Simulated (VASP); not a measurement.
# GaN (Fm-3m) in VASP: notebook

Runs on GaN. Level: LDA. Tasks: single point.

All numbers are computed with VASP 6.6.1; they aren't measurements. Logs are shortened: lines on timing, memory, paths and dates and some standing lists are left out, and cuts for length are marked.

## Step 1: The cell of the first run

Symmetry: Fm-3m, No. 225, cubic system. Conventional cell: a = 4.183 Å, b = 4.183 Å, c = 4.183 Å, α = 90.00°, β = 90.00°, γ = 90.00°. Ga (site symmetry m-3m) has 6 N at 2.09 Å within 2.8 Å. Within 2.8 Å of N (site symmetry m-3m) lie 6 Ga at 2.09 Å.

## Step 2: Single point, LDA

File INCAR:

```
SYSTEM = GaN
PREC = Accurate
ENCUT = 1330
EDIFF = 1E-6
ISMEAR = 0
SIGMA = 0.1
LREAL = .FALSE.
LASPH = .TRUE.
NELM = 120
ALGO = Normal
ISIF = 2
LWAVE = .FALSE.
LCHARG = .FALSE.
NBANDS = 16
GGA_COMPAT = .FALSE.
```

File KPOINTS:

```
Automatic mesh
0
G
  8 8 8
  0 0 0
```

File POSCAR:

```
GaN
1.0
    0.0000000000      2.0912994739      2.0912994739
    2.0912994739      0.0000000000      2.0912994739
    2.0912994739      2.0912994739      0.0000000000
Ga N
1 1
Direct
    0.0000000000      0.0000000000      0.0000000000
    0.5000000000      0.5000000000      0.5000000000
```

Potentials or basis: VASP PAW LDA potentials, release 64 (Ga_d, N_h).

Command:

```sh
cat potpaw_LDA.64/Ga_d/POTCAR potpaw_LDA.64/N_h/POTCAR > POTCAR
mpirun -np 1 vasp_std > vasp.out
```

OUTCAR:

```text
SYSTEM = GaN
   PREC = Accurate
   ENCUT = 1330
   EDIFF = 1E-6
   ISMEAR = 0
   LREAL = .FALSE.
   LASPH = .TRUE.
   NELM = 120
   ISIF = 2

 ion  position               nearest neighbor table
   1  0.000  0.000  0.000-   2 2.09   2 2.09   2 2.09   2 2.09   2 2.09   2 2.09
   2  0.500  0.500  0.500-   1 2.09   1 2.09   1 2.09   1 2.09   1 2.09   1 2.09

  LATTYP: Found a face centered cubic cell.
 ALAT       =     4.1825989478

  Lattice vectors:

 A1 = (   0.0000000000,   2.0912994739,   2.0912994739)
 A2 = (   2.0912994739,   0.0000000000,   2.0912994739)
 A3 = (   2.0912994739,   2.0912994739,   0.0000000000)

Analysis of symmetry for initial positions (statically):
=====================================================================
 Subroutine PRICEL returns:
 Original cell was already a primitive cell.

 Routine SETGRP: Setting up the symmetry group for a
 face centered cubic supercell.

 Subroutine GETGRP returns: Found 48 space group operations
 (whereof 48 operations were pure point group operations)
 out of a pool of 48 trial point group operations.

The static configuration has the point symmetry O_h .

Analysis of symmetry for dynamics (positions and initial velocities):
=====================================================================
 Subroutine PRICEL returns:
 Original cell was already a primitive cell.

 Routine SETGRP: Setting up the symmetry group for a
 face centered cubic supercell.

 Subroutine GETGRP returns: Found 48 space group operations
 (whereof 48 operations were pure point group operations)
 out of a pool of 48 trial point group operations.

The dynamic configuration has the point symmetry O_h .

 Subroutine INISYM returns: Found 48 space group operations
 (whereof 48 operations are pure point group operations),
 and found     1 'primitive' translations

----------------------------------------------------------------------------------------

                                     Primitive cell

  volume of cell :      18.2927

  direct lattice vectors                    reciprocal lattice vectors
     0.000000000  2.091299474  2.091299474    -0.239085796  0.239085796  0.239085796
     2.091299474  0.000000000  2.091299474     0.239085796 -0.239085796  0.239085796
     2.091299474  2.091299474  0.000000000     0.239085796  0.239085796 -0.239085796

  length of vectors
     2.957544079  2.957544079  2.957544079     0.414108747  0.414108747  0.414108747

  position of ions in fractional coordinates (direct lattice)
     0.000000000  0.000000000  0.000000000
     0.500000000  0.500000000  0.500000000

  ion indices of the primitive-cell ions
   primitive index   ion index
                 1           1
                 2           2

----------------------------------------------------------------------------------------

 KPOINTS: Automatic mesh

Automatic generation of k-mesh.
 Grid dimensions read from file:
 generate k-points for:    8    8    8

 Generating k-lattice:

  Cartesian coordinates                     Fractional coordinates (reciprocal lattice)
    -0.029885725  0.029885725  0.029885725     0.125000000  0.000000000  0.000000000
     0.029885725 -0.029885725  0.029885725     0.000000000  0.125000000  0.000000000
     0.029885725  0.029885725 -0.029885725     0.000000000  0.000000000  0.125000000

  Length of vectors
     0.051763593  0.051763593  0.051763593

  Shift w.r.t. Gamma in fractional coordinates (k-lattice)
     0.000000000  0.000000000  0.000000000

 Subroutine IBZKPT returns following result:
 ===========================================

 Found     29 irreducible k-points:

 Following reciprocal coordinates:
            Coordinates               Weight
  0.000000  0.000000  0.000000      1.000000
  0.125000  0.000000  0.000000      8.000000
  0.250000  0.000000  0.000000      8.000000
  0.375000  0.000000  0.000000      8.000000
  0.500000  0.000000  0.000000      4.000000
  0.125000  0.125000  0.000000      6.000000
[... 16 lines left out ...]
  0.500000  0.250000  0.125000     48.000000
 -0.375000  0.250000  0.125000     24.000000
 [... further k-points ...]
   k-points           NKPTS =     29   k-points in BZ     NKDIM =     29   number of bands    NBANDS=     16
   number of dos      NEDOS =    301   number of ions     NIONS =      2
   total plane-waves  NPLWV =  46656
   dimension x,y,z NGX =    36 NGY =   36 NGZ =   36
   dimension x,y,z NGXF=    72 NGYF=   72 NGZF=   72
   ions per type =               1   1
   NGX,Y,Z   is equivalent  to a cutoff of  20.24, 20.24, 20.24 a.u.
   NGXF,Y,Z  is equivalent  to a cutoff of  40.47, 40.47, 40.47 a.u.
 SYSTEM =  GaN
   PREC   = accura    normal or accurate (medium, high low for compatibility)
   ISTART =      0    job   : 0-new  1-cont  2-samecut
   ICHARG =      2    charge: 1-file 2-atom 10-const
   ISPIN  =      1    spin polarized calculation?
   LNONCOLLINEAR =      F non collinear calculations
   LSORBIT =      F    spin-orbit coupling
   LASPH  =      T    aspherical Exc in radial PAW
   ENCUT  = 1330.0 eV  97.75 Ry    9.89 a.u.   8.79  8.79  8.79*2*pi/ulx,y,z
   NELM   =    120;   NELMIN=  2; NELMDL= -5     # of ELM steps
   EDIFF  = 0.1E-05   stopping-criterion for ELM
   LREAL  =      F    real-space projection
   EDIFFG = 0.1E-04   stopping-criterion for IOM
   NSW    =      0    number of steps for IOM
   IBRION =     -1    ionic relax: 0-MD 1-quasi-New 2-CG
   NFREE  =      0    steps in history (QN), initial steepest desc. (CG)
   ISIF   =      2    stress and relaxation
   ISYM   =      2    0-nonsym 1-usesym 2-fastsym
   POTIM  = 0.5000    time-step for ionic-motion
   TEBEG  =    0.0;   TEEND  =   0.0 temperature during run
   PSTRESS=    0.0 pullay stress
   NELECT =      18.0000    total number of electrons
   NUPDOWN=      -1.0000    fix difference up-down
   EMIN   =  10.00;   EMAX   =-10.00  energy-range for DOS
   EFERMI =   0.00;   METHOD = LEGACY
   ISMEAR =     0;   SIGMA  =   0.10  broadening in eV -4-tet -1-fermi 0-gaus
   EFERMI_NEDOS =   21; number of points for ismear=-14 and -15
   IALGO  =     38    algorithm
   IMIX   =      4    mixing-type and parameters
     AMIX     =   0.40;   BMIX     =  1.00
     AMIX_MAG =   1.60;   BMIX_MAG =  1.00
  volume/ion in A,a.u.               =       9.15        61.72
  Fermi-wavevector in a.u.,A,eV,Ry     =   1.628319  3.077076 36.074788  2.651422
  Thomas-Fermi vector in A             =   2.720969
   LORBIT       =      0    0 simple, 1 ext, 2 COOP (PROOUT), +10 PAW based schemes
   GGA     = CA    functional components
   LHFCALC =     F    Hartree Fock is set to
   AEXX    =    0.0000 exact exchange contribution
   IVDW    =     0    specifies the selected vdW correction
   LEPSILON=     F    determine dielectric tensor
   LRPA    =     F    only Hartree local field effects (RPA)
 non-spin polarized calculation
 Gauss-broadening in eV      SIGMA  =   0.10
  energy-cutoff  :     1330.00
  volume of cell :       18.29
 maximum number of plane-waves:      2044
   NGX = 17   NGY = 17   NGZ = 17

 number of electron      17.9999999 magnetization

 Free energy of the ion-electron system (eV)
  ---------------------------------------------------
  ext. energy  EPLUGINS =         0.00000000
  ---------------------------------------------------
  free energy    TOTEN  =       -13.08418587 eV

  energy without entropy =      -13.08418578  energy(sigma->0) =      -13.08418583

 E-fermi :   8.7852     XC(G=0): -13.6786

 val. band max:        8.4534548580   @ k =  -0.2500   0.1250   0.0000
 cond. band min:       9.0855814982   @ k =   0.5000   0.5000   0.0000
 fundamental gap:      0.6321266402
 Fermi energy:         8.7852487130

 k-point     1 :       0.0000    0.0000    0.0000
  band No.  band energies     occupation
      1      -9.0511      2.00000
      2      -5.6233      2.00000
      3      -5.6233      2.00000
      4      -5.6233      2.00000
      5      -5.5173      2.00000
      6      -5.5173      2.00000
[... 8 lines left out ...]
     15      24.4469      0.00000
     16      24.4470      0.00000

 k-point     2 :       0.1250    0.0000    0.0000
  band No.  band energies     occupation
      1      -8.7335      2.00000
      2      -5.6371      2.00000
      3      -5.6118      2.00000
      4      -5.6118      2.00000
      5      -5.5344      2.00000
      6      -5.5344      2.00000
[... 8 lines left out ...]
     15      24.7661      0.00000
     16      24.7661      0.00000

 k-point     3 :       0.2500    0.0000    0.0000
  band No.  band energies     occupation
      1      -7.8321      2.00000
      2      -5.6738      2.00000
      3      -5.6738      2.00000
      4      -5.6689      2.00000
      5      -5.4839      2.00000
      6      -5.4839      2.00000
[... 8 lines left out ...]
     15      26.5077      0.00000
     16      26.5077      0.00000

 k-point     4 :       0.3750    0.0000    0.0000
  band No.  band energies     occupation
      1      -6.5867      2.00000
      2      -5.7612      2.00000
      3      -5.7612      2.00000
      4      -5.6954      2.00000
      5      -5.4056      2.00000
      6      -5.4056      2.00000
[... 8 lines left out ...]
     15      29.2772      0.00000
     16      29.2772      0.00000

 k-point     5 :       0.5000    0.0000    0.0000
  band No.  band energies     occupation
      1      -5.8721      2.00000
      2      -5.7979      2.00000
      3      -5.7979      2.00000
      4      -5.6684      2.00000
      5      -5.3719      2.00000
      6      -5.3719      2.00000
[... 8 lines left out ...]
     15      31.9036      0.00000
     16      31.9036      0.00000

 k-point     6 :       0.1250    0.1250    0.0000
  band No.  band energies     occupation
      1      -8.6401      2.00000
      2      -5.6530      2.00000
      3      -5.5905      2.00000
      4      -5.5873      2.00000
      5      -5.5873      2.00000
      6      -5.4995      2.00000
[... 8 lines left out ...]
     15      27.3840      0.00000
     16      27.3840      0.00000

 k-point     7 :       0.2500    0.1250    0.0000
  band No.  band energies     occupation
      1      -7.9851      2.00000
      2      -5.6840      2.00000
      3      -5.6527      2.00000
      4      -5.5915      2.00000
      5      -5.4981      2.00000
      6      -5.4600      2.00000
[... 8 lines left out ...]
     15      27.6906      0.00000
     16      28.6658      0.00000

 k-point     8 :       0.3750    0.1250    0.0000
  band No.  band energies     occupation
      1      -7.0271      2.00000
      2      -5.7504      2.00000
      3      -5.6692      2.00000
      4      -5.6240      2.00000
      5      -5.3907      2.00000
      6      -5.2636      2.00000
[... 8 lines left out ...]
     15      28.3239      0.00000
     16      30.6912      0.00000

 k-point     9 :       0.5000    0.1250    0.0000
  band No.  band energies     occupation
      1      -6.4312      2.00000
      2      -5.8064      2.00000
      3      -5.7414      2.00000
      4      -5.5489      2.00000
      5      -5.3659      2.00000
      6      -4.7662      2.00000
[... 8 lines left out ...]
     15      29.3862      0.00000
     16      32.0170      0.00000
[... 172 lines left out ...]
 k-point    19 :       0.5000    0.3750    0.0000
  band No.  band energies     occupation
      1      -7.2954      2.00000
      2      -5.7963      2.00000
      3      -5.4520      2.00000
      4      -5.3744      2.00000
      5      -5.3295      2.00000
      6      -2.9090      2.00000
[... 8 lines left out ...]
     15      34.6925      0.00000
     16      36.5467      0.00000

 k-point    20 :      -0.3750    0.3750    0.0000
  band No.  band energies     occupation
      1      -7.0837      2.00000
      2      -5.7465      2.00000
      3      -5.5481      2.00000
      4      -5.4662      2.00000
      5      -5.3521      2.00000
      6      -2.7661      2.00000
[... 8 lines left out ...]
     15      31.7049      0.00000
     16      33.9945      0.00000

 k-point    21 :       0.5000    0.5000    0.0000
  band No.  band energies     occupation
      1      -7.4018      2.00000
      2      -5.8276      2.00000
      3      -5.3957      2.00000
      4      -5.3125      2.00000
      5      -5.3125      2.00000
      6      -2.3241      2.00000
[... 8 lines left out ...]
     15      36.7304      0.00000
     16      36.9976      0.00000

 k-point    22 :       0.3750    0.2500    0.1250
  band No.  band energies     occupation
      1      -7.3772      2.00000
      2      -5.7000      2.00000
      3      -5.6467      2.00000
      4      -5.5699      2.00000
      5      -5.4855      2.00000
      6      -5.2203      2.00000
[... 8 lines left out ...]
     15      29.9414      0.00000
     16      30.3646      0.00000

 k-point    23 :       0.5000    0.2500    0.1250
  band No.  band energies     occupation
      1      -6.8667      2.00000
      2      -5.7271      2.00000
      3      -5.6578      2.00000
      4      -5.5791      2.00000
      5      -5.4027      2.00000
      6      -4.5331      2.00000
[... 8 lines left out ...]
     15      29.9622      0.00000
     16      31.4888      0.00000

 k-point    24 :      -0.3750    0.2500    0.1250
  band No.  band energies     occupation
      1      -6.7179      2.00000
      2      -5.7578      2.00000
      3      -5.6604      2.00000
      4      -5.5712      2.00000
      5      -5.3683      2.00000
      6      -3.9184      2.00000
[... 8 lines left out ...]
     15      27.6899      0.00000
     16      32.3800      0.00000

 [... further k-points ...]

------------------------ aborting loop because EDIFF is reached ----------------------------------------

  FORCE on cell =-STRESS in cart. coord.  units (eV):
  Direction    XX          YY          ZZ          XY          YZ          ZX
  --------------------------------------------------------------------------------------
  -------------------------------------------------------------------------------------
  Total        0.1126282      0.1126282      0.1126282     -0.0000000     -0.0000000     -0.0000000
  in kB        9.8645870      9.8645870      9.8645870     -0.0000000     -0.0000000     -0.0000000
  external PRESSURE =       9.8645870 kB  Pullay stress =       0.0000000 kB

 VOLUME and BASIS-vectors are now :
 -----------------------------------------------------------------------------
  energy-cutoff  :     1330.00
  volume of cell :       18.29
      direct lattice vectors                 reciprocal lattice vectors
     0.000000000  2.091299474  2.091299474    -0.239085796  0.239085796  0.239085796
     2.091299474  0.000000000  2.091299474     0.239085796 -0.239085796  0.239085796
     2.091299474  2.091299474  0.000000000     0.239085796  0.239085796 -0.239085796

 POSITION                                       TOTAL-FORCE (eV/Angst)
 -----------------------------------------------------------------------------------
      0.00000      0.00000      0.00000        -0.000000      0.000000     -0.000000
      2.09130      2.09130      2.09130         0.000000     -0.000000      0.000000
 -----------------------------------------------------------------------------------
    total drift:                                0.000000      0.000000      0.000000

  FREE ENERGIE OF THE ION-ELECTRON SYSTEM (eV)
  ---------------------------------------------------
  free  energy   TOTEN  =       -13.0841858686 eV

  energy  without entropy=      -13.0841857848  energy(sigma->0) =      -13.08418583
```

Wall time 9.9 s (1 thread of Intel Xeon 6975P-C (Granite Rapids), shared host); peak memory 0.2 GiB.

Results:

```yaml
Free_energy: -13.0842 eV
Pressure: 1.0 GPa
Band_gap_on_the_k_mesh: 0.63 eV (least direct gap 3.24 eV)
```

## Step 3: Single point, LDA

File INCAR:

```
SYSTEM = GaN
  PREC = Accurate
  ENCUT = 1330
  EDIFF = 1E-6
  ISMEAR = 0
  SIGMA = 0.02
  LREAL = .False.
  LASPH = .True.
  NELM = 120
  ALGO = Normal
  ISIF = 2
  LWAVE = .False.
  LCHARG = .True.
  LELF = .True.
  LVHAR = .True.
  NBANDS = 16
  GGA_COMPAT = .False.
```

File KPOINTS:

```
regular mesh
0
Gamma
  14 14 14
  0 0 0
```

File POSCAR:

```
GaN
1.0
    0.0000000000      2.0905020284      2.0905020284
    2.0905020284      0.0000000000      2.0905020284
    2.0905020284      2.0905020284      0.0000000000
Ga N
1 1
Direct
    0.0000000000      0.0000000000      0.0000000000
    0.5000000000      0.5000000000      0.5000000000
```

Potentials or basis: VASP PAW LDA potentials, release 64 (Ga_d, N_h).

Command:

```sh
cat potpaw_LDA.64/Ga_d/POTCAR potpaw_LDA.64/N_h/POTCAR > POTCAR
mpirun -np 1 vasp_std > vasp.out
```

Run time: 53 s. Hardware: 1 thread of AMD EPYC 9R45 (Zen 5), shared host; peak memory 0.24 GiB.

The run converged. Its results:

```
Free energy            : -13.0857 eV
Pressure               : 1.3 GPa
Band gap on the k mesh : 0.62 eV (least direct gap 3.25 eV)
```

Levels at points of the mesh, in eV from the valence-band top:
| k point | band 7 | band 8 | band 9 | band 10 | band 11 | band 12 |
| --- | --- | --- | --- | --- | --- | --- |
| (0.00, 0.00, 0.00) | -0.57 | -0.57 | -0.57 | 2.69 | 14.85 | 14.85 |
| (0.50, 0.00, 0.00) | -8.52 | -0.17 | -0.17 | 4.81 | 9.08 | 9.08 |
| (0.50, 0.50, 0.00) | -7.44 | -3.20 | -3.20 | 0.62 | 7.80 | 12.10 |

A k mesh can miss the band edges.
